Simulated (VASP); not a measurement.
# Cu (P6_3/mmc) in VASP: further runs

The runs below take Cu through single point, with PBEsol.

Program: VASP 6.6.1. These are calculated values, not measurements. Logs are shortened: lines on timing, memory, paths and dates and some standing lists are left out, and cuts for length are marked.

### 1 The cell of the first run

The structure is hexagonal, space group P6_3/mmc (No. 194). The conventional cell has a = 2.415 Å, b = 2.415 Å, c = 3.939 Å, α = 90.00°, β = 90.00°, γ = 120.00°. Cu (site symmetry -6m2) has 12 Cu at 2.41 to 2.42 Å within 3.2 Å.

This isn't the form of Cu at room conditions, which is fcc.

### 2 Single point, PBEsol

Contents of INCAR:

```
SYSTEM = Cu
PREC = Accurate
ENCUT = 520
EDIFF = 1E-7
ISMEAR = -1
SIGMA = 0.05
LREAL = .FALSE.
LASPH = .TRUE.
NELM = 60
ALGO = Normal
ISIF = 2
LWAVE = .FALSE.
LCHARG = .FALSE.
GGA = PS
NBANDS = 18
```

Contents of KPOINTS:

```
regular mesh
0
G
  12 12 7
  0 0 0
```

Contents of POSCAR:

```
Cu
1.0
    2.4152541162      0.0000000000      0.0000000000
   -1.2076270581      2.0916714212      0.0000000000
    0.0000000000      0.0000000000      3.9387346985
Cu
2
Direct
    0.6666666667      0.3333333333      0.7500000000
    0.3333333333      0.6666666667      0.2500000000
```

Potentials or basis: VASP PAW PBE potentials, release 64 (Cu).

Run with:

```console
cat potpaw_PBE.64/Cu/POTCAR > POTCAR
mpirun -np 1 vasp_std > vasp.out
```

OUTCAR:

```text
SYSTEM = Cu
   PREC = Accurate
   ENCUT = 520
   EDIFF = 1E-7
   ISMEAR = -1
   LREAL = .FALSE.
   LASPH = .TRUE.
   NELM = 60
   ISIF = 2
   GGA = PS

 ion  position               nearest neighbor table
   1  0.667  0.333  0.750-   2 2.41   2 2.41   2 2.41   2 2.41   2 2.41   2 2.41
   2  0.333  0.667  0.250-   1 2.41   1 2.41   1 2.41   1 2.41   1 2.41   1 2.41

  LATTYP: Found a hexagonal cell.
 ALAT       =     2.4152541162
 C/A-ratio  =     1.6307744482

  Lattice vectors:

 A1 = (   2.4152541162,   0.0000000000,   0.0000000000)
 A2 = (  -1.2076270581,   2.0916714212,   0.0000000000)
 A3 = (   0.0000000000,   0.0000000000,   3.9387346985)

Analysis of symmetry for initial positions (statically):
=====================================================================
 Subroutine PRICEL returns:
 Original cell was already a primitive cell.

 Routine SETGRP: Setting up the symmetry group for a
 hexagonal supercell.

 Subroutine GETGRP returns: Found 24 space group operations
 (whereof 12 operations were pure point group operations)
 out of a pool of 24 trial point group operations.

The static configuration has the point symmetry D_3d.
 The point group associated with its full space group is D_6h.

Analysis of symmetry for dynamics (positions and initial velocities):
=====================================================================
 Subroutine PRICEL returns:
 Original cell was already a primitive cell.

 Routine SETGRP: Setting up the symmetry group for a
 hexagonal supercell.

 Subroutine GETGRP returns: Found 24 space group operations
 (whereof 12 operations were pure point group operations)
 out of a pool of 24 trial point group operations.

The dynamic configuration has the point symmetry D_3d.
 The point group associated with its full space group is D_6h.

 Subroutine INISYM returns: Found 24 space group operations
 (whereof 12 operations are pure point group operations),
 and found     1 'primitive' translations

----------------------------------------------------------------------------------------

                                     Primitive cell

  volume of cell :      19.8982

  direct lattice vectors                    reciprocal lattice vectors
     2.415254116  0.000000000  0.000000000     0.414035108  0.239043281  0.000000000
    -1.207627058  2.091671421  0.000000000     0.000000000  0.478086563  0.000000000
     0.000000000  0.000000000  3.938734698     0.000000000  0.000000000  0.253888641

  length of vectors
     2.415254116  2.415254116  3.938734698     0.478086563  0.478086563  0.253888641

  position of ions in fractional coordinates (direct lattice)
     0.666666667  0.333333333  0.750000000
     0.333333333  0.666666667  0.250000000

  ion indices of the primitive-cell ions
   primitive index   ion index
                 1           1
                 2           2

----------------------------------------------------------------------------------------

 KPOINTS: regular mesh

Automatic generation of k-mesh.
 Grid dimensions read from file:
 generate k-points for:   12   12    7

 Generating k-lattice:

  Cartesian coordinates                     Fractional coordinates (reciprocal lattice)
     0.034502926  0.019920273  0.000000000     0.083333333 -0.000000000  0.000000000
     0.000000000  0.039840547  0.000000000     0.000000000  0.083333333  0.000000000
     0.000000000  0.000000000  0.036269806     0.000000000  0.000000000  0.142857143

  Length of vectors
     0.039840547  0.039840547  0.036269806

  Shift w.r.t. Gamma in fractional coordinates (k-lattice)
     0.000000000  0.000000000  0.000000000

 Subroutine IBZKPT returns following result:
 ===========================================

 Found     76 irreducible k-points:

 Following reciprocal coordinates:
            Coordinates               Weight
  0.000000  0.000000  0.000000      1.000000
  0.083333  0.000000  0.000000      6.000000
  0.166667  0.000000  0.000000      6.000000
  0.250000  0.000000  0.000000      6.000000
  0.333333  0.000000  0.000000      6.000000
  0.416667 -0.000000  0.000000      6.000000
[... 16 lines left out ...]
  0.250000  0.000000  0.142857     12.000000
  0.333333  0.000000  0.142857     12.000000
 [... further k-points ...]
   k-points           NKPTS =     76   k-points in BZ     NKDIM =     76   number of bands    NBANDS=     18
   number of dos      NEDOS =    301   number of ions     NIONS =      2
   total plane-waves  NPLWV =   9720
   dimension x,y,z NGX =    18 NGY =   18 NGZ =   30
   dimension x,y,z NGXF=    36 NGYF=   36 NGZF=   60
   ions per type =               2
   NGX,Y,Z   is equivalent  to a cutoff of  12.39, 12.39, 12.66 a.u.
   NGXF,Y,Z  is equivalent  to a cutoff of  24.78, 24.78, 25.32 a.u.
 SYSTEM =  Cu
   PREC   = accura    normal or accurate (medium, high low for compatibility)
   ISTART =      0    job   : 0-new  1-cont  2-samecut
   ICHARG =      2    charge: 1-file 2-atom 10-const
   ISPIN  =      1    spin polarized calculation?
   LNONCOLLINEAR =      F non collinear calculations
   LSORBIT =      F    spin-orbit coupling
   LASPH  =      T    aspherical Exc in radial PAW
   ENCUT  =  520.0 eV  38.22 Ry    6.18 a.u.   4.49  4.49  7.32*2*pi/ulx,y,z
   NELM   =     60;   NELMIN=  2; NELMDL= -5     # of ELM steps
   EDIFF  = 0.1E-06   stopping-criterion for ELM
   LREAL  =      F    real-space projection
   EDIFFG = 0.1E-05   stopping-criterion for IOM
   NSW    =      0    number of steps for IOM
   IBRION =     -1    ionic relax: 0-MD 1-quasi-New 2-CG
   NFREE  =      0    steps in history (QN), initial steepest desc. (CG)
   ISIF   =      2    stress and relaxation
   ISYM   =      2    0-nonsym 1-usesym 2-fastsym
   POTIM  = 0.5000    time-step for ionic-motion
   TEBEG  =    0.0;   TEEND  =   0.0 temperature during run
   PSTRESS=    0.0 pullay stress
   NELECT =      22.0000    total number of electrons
   NUPDOWN=      -1.0000    fix difference up-down
   EMIN   =  10.00;   EMAX   =-10.00  energy-range for DOS
   EFERMI =   0.00;   METHOD = LEGACY
   ISMEAR =    -1;   SIGMA  =   0.05  broadening in eV -4-tet -1-fermi 0-gaus
   EFERMI_NEDOS =   21; number of points for ismear=-14 and -15
   IALGO  =     38    algorithm
   IMIX   =      4    mixing-type and parameters
     AMIX     =   0.40;   BMIX     =  1.00
     AMIX_MAG =   1.60;   BMIX_MAG =  1.00
  volume/ion in A,a.u.               =       9.95        67.14
  Fermi-wavevector in a.u.,A,eV,Ry     =   1.692822  3.198970 38.989501  2.865648
  Thomas-Fermi vector in A             =   2.774339
   LORBIT       =      0    0 simple, 1 ext, 2 COOP (PROOUT), +10 PAW based schemes
   GGA     = PS    functional components
   LHFCALC =     F    Hartree Fock is set to
   AEXX    =    0.0000 exact exchange contribution
   IVDW    =     0    specifies the selected vdW correction
   LEPSILON=     F    determine dielectric tensor
   LRPA    =     F    only Hartree local field effects (RPA)
 non-spin polarized calculation
  energy-cutoff  :      520.00
  volume of cell :       19.90
 maximum number of plane-waves:       553
 NGX is ok and might be reduce to    18
   NGX =  9   NGY =  9   NGZ = 15

 number of electron      22.0000032 magnetization

 Free energy of the ion-electron system (eV)
  ---------------------------------------------------
  ext. energy  EPLUGINS =         0.00000000
  ---------------------------------------------------
  free energy    TOTEN  =        -8.34437471 eV

  energy without entropy =       -8.33718706  energy(sigma->0) =       -8.34078089

 E-fermi :   9.6936     XC(G=0): -13.9419

 val. band max:        9.6380556242   @ k =   0.0833   0.0833   0.1429
 cond. band min:       9.7076377932   @ k =   0.5000   0.0000   0.0000
 fundamental gap:      0.0695821690
 Fermi energy:         9.6935961344

 k-point     1 :       0.0000    0.0000    0.0000
  band No.  band energies     occupation
      1      -1.0590      2.00000
      2       3.5569      2.00000
      3       6.1055      2.00000
      4       6.1748      2.00000
      5       6.1748      2.00000
      6       6.4523      2.00000
[... 10 lines left out ...]
     17      35.5190      0.00000
     18      35.6699      0.00000

 k-point     2 :       0.0833    0.0000    0.0000
  band No.  band energies     occupation
      1      -0.8051      2.00000
      2       3.7084      2.00000
      3       5.9417      2.00000
      4       6.2798      2.00000
      5       6.3047      2.00000
      6       6.4053      2.00000
[... 10 lines left out ...]
     17      35.7506      0.00000
     18      36.3302      0.00000

 k-point     3 :       0.1667    0.0000    0.0000
  band No.  band energies     occupation
      1      -0.0642      2.00000
      2       4.0905      2.00000
      3       5.6922      2.00000
      4       5.8720      2.00000
      5       6.2318      2.00000
      6       6.5760      2.00000
[... 10 lines left out ...]
     17      33.3087      0.00000
     18      36.0767      0.00000

 k-point     4 :       0.2500    0.0000    0.0000
  band No.  band energies     occupation
      1       1.0857      2.00000
      2       4.4323      2.00000
      3       5.2063      2.00000
      4       5.5138      2.00000
      5       6.1243      2.00000
      6       6.4024      2.00000
[... 375 lines left out ...]
      4       5.7173      2.00000
      5       6.1675      2.00000
      6       6.4374      2.00000
[... 10 lines left out ...]
     17      32.6524      0.00000
     18      34.0699      0.00000

 k-point    23 :       0.2500    0.0000    0.1429
  band No.  band energies     occupation
      1       1.2622      2.00000
      2       4.4271      2.00000
      3       5.0921      2.00000
      4       5.5519      2.00000
      5       6.0280      2.00000
      6       6.4258      2.00000
[... 10 lines left out ...]
     17      30.9393      0.00000
     18      33.6919      0.00000

 k-point    24 :       0.3333    0.0000    0.1429
  band No.  band energies     occupation
      1       2.5525      2.00000
      2       4.4166      2.00000
      3       4.7439      2.00000
      4       5.4850      2.00000
      5       6.1614      2.00000
      6       6.2894      2.00000
[... 10 lines left out ...]
     17      28.8417      0.00000
     18      32.0371      0.00000

 [... further k-points ...]
[... 5 lines left out ...]
  --------------------------------------------------------------------------------------
  -------------------------------------------------------------------------------------
  Total        3.8184182      3.8184182      3.8131673      0.0000000      0.0000000      0.0000000
  in kB      307.4546374    307.4546374    307.0318450      0.0000000      0.0000000      0.0000000
  external PRESSURE =     307.3137066 kB  Pullay stress =       0.0000000 kB

 VOLUME and BASIS-vectors are now :
 -----------------------------------------------------------------------------
  energy-cutoff  :      520.00
  volume of cell :       19.90
      direct lattice vectors                 reciprocal lattice vectors
     2.415254116  0.000000000  0.000000000     0.414035108  0.239043281  0.000000000
    -1.207627058  2.091671421  0.000000000     0.000000000  0.478086563  0.000000000
     0.000000000  0.000000000  3.938734698     0.000000000  0.000000000  0.253888641

 POSITION                                       TOTAL-FORCE (eV/Angst)
 -----------------------------------------------------------------------------------
      1.20763      0.69722      2.95405         0.000000     -0.000000      0.000000
     -0.00000      1.39445      0.98468        -0.000000      0.000000      0.000000
 -----------------------------------------------------------------------------------
    total drift:                               -0.000000      0.000000     -0.000000

  FREE ENERGIE OF THE ION-ELECTRON SYSTEM (eV)
  ---------------------------------------------------
  free  energy   TOTEN  =        -8.3443747084 eV

  energy  without entropy=       -8.3371870647  energy(sigma->0) =       -8.34078089
```

Wall time 41 s (1 thread of Intel Xeon 8259CL, shared host); peak memory 0.14 GiB.

Results:

```yaml
Free_energy: -8.3444 eV
Pressure: 30.7 GPa
Band_gap_on_the_k_mesh: zero (bands 11 and 12 overlap by 6.56 eV)
```

Levels at points of the mesh, in eV from the Fermi level:
| k point | band 8 | band 9 | band 10 | band 11 | band 12 | band 13 | band 14 | band 15 |
| --- | --- | --- | --- | --- | --- | --- | --- | --- |
| (0.00, 0.00, 0.00) | -2.88 | -2.88 | -1.90 | -1.90 | -1.53 | 4.74 | 22.72 | 24.44 |
| (0.50, 0.00, 0.00) | -1.78 | -1.71 | -1.65 | 0.01 | 1.95 | 8.61 | 9.23 | 11.82 |

Caveat: the cell stands under pressure; the PAW data sets were made with another functional, which shifts forces and pressure a little.

### 3 Single point, PBEsol

This run uses another cell than the first one, of 10.31 Å³/atom.

Contents of INCAR:

```
  PREC = Accurate
  ENCUT = 520
  EDIFF = 1E-7
  ISMEAR = -1
  SIGMA = 0.05
  LREAL = F
  LASPH = T
  NELM = 100
  ALGO = Normal
  ISIF = 2
  LWAVE = F
  LCHARG = T
  GGA = PS
  LELF = T
  LVHAR = T
  NBANDS = 18
```

Contents of KPOINTS:

```
Automatic mesh
0
Gamma
  12 12 7
```

Contents of POSCAR:

```
Cu
1.0
    2.4442609363      0.0000000000      0.0000000000
   -1.2221304682      2.1167920643      0.0000000000
    0.0000000000      0.0000000000      3.9842301626
Cu
2
Direct
    0.6666666667      0.3333333333      0.7500000000
    0.3333333333      0.6666666667      0.2500000000
```

Potentials or basis: VASP PAW PBE potentials, release 64 (Cu).

Run with:

```console
cat potpaw_PBE.64/Cu/POTCAR > POTCAR
mpirun -np 1 vasp_std > vasp.out
```

Wall time 40 s (1 thread of Intel Xeon 8259CL, shared host); peak memory 0.14 GiB.

Results (log left out):

- Free energy: -8.4593 eV
- Pressure: 20.7 GPa
- Band gap on the k mesh: zero (bands 11 and 12 overlap by 6.39 eV)

Levels at points of the mesh, in eV from the Fermi level:
```csv
k point,band 7,band 8,band 9,band 10,band 11,band 12,band 13,band 14,band 15,band 16
"(0.00, 0.00, 0.00)",-3.12,-2.77,-2.77,-1.85,-1.85,-1.40,4.54,22.45,23.85,23.85
"(0.50, 0.00, 0.00)",-3.08,-1.73,-1.67,-1.61,0.02,1.87,8.44,9.00,11.58,12.42
```

Caveat: the cell stands under pressure; the PAW data sets were made with another functional, which shifts forces and pressure a little.

(Continued in part 2 of 2.)
